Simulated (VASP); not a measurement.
Here is a VASP 6.6.1 calculation.

Contents of INCAR:

```
SYSTEM = SiC
PREC     = Accurate       ! precision mode
ENCUT    = 520            ! plane-wave cutoff, eV
EDIFF    = 1E-7           ! SCF threshold, eV
ISMEAR   = 0              ! smearing method
SIGMA    = 0.05           ! smearing width, eV
LREAL    = .FALSE.        ! projectors in reciprocal space
LASPH    = .TRUE.         ! aspherical terms in the spheres
NELM     = 100            ! most SCF steps
ALGO     = Normal         ! electronic algorithm
ISIF     = 2              ! what is computed and relaxed
LWAVE    = .FALSE.        ! write WAVECAR
LCHARG   = .TRUE.         ! write CHGCAR
GGA      = PE             ! functional
LELF     = .TRUE.         ! ELF
LVHAR    = .TRUE.       
NBANDS   = 26             ! bands
```

The input KPOINTS:

```
regular mesh
0
G
  10 10 3
  0 0 0
```

The input POSCAR:

```
SiC
1.0
   -3.0941201809      0.0000000000      0.0000000000
   -1.5470600905     -2.6795866790      0.0000000000
   -1.5469053844     -0.8931062401     10.1293391998
Si C
4 4
Direct
    0.4686717389      0.4686717389      0.5940441877
    0.3019884056      0.3019884056      0.0940441877
    0.8853116178      0.8853116178      0.3440995566
    0.7186616178      0.7186616178      0.8440995566
    0.5313443849      0.5313443849      0.4060074460
    0.0313610516      0.0313610516      0.9060074460
   -0.0522107150     -0.0522107150      0.1566478097
   -0.2188607150     -0.2188607150      0.6566478097
```

Potentials or basis: VASP PAW PBE potentials, release 64 (Si, C).

The run is started by

```sh
$ cat potpaw_PBE.64/Si/POTCAR potpaw_PBE.64/C/POTCAR > POTCAR
$ mpirun -np 1 vasp_std > vasp.out
```

(1) What does it give for the band gap on the k mesh?

(2) Estimate the pressure.

(3) Predict the largest force.

## Answers

(1) 0.26 eV, indirect (least direct gap 0.63 eV).

(2) 0.3 GPa.

(3) 1.502 eV/Å.

Caveat: forces of over 1 eV/Å act on the atoms, so gaps and moduli don't describe the material at rest.
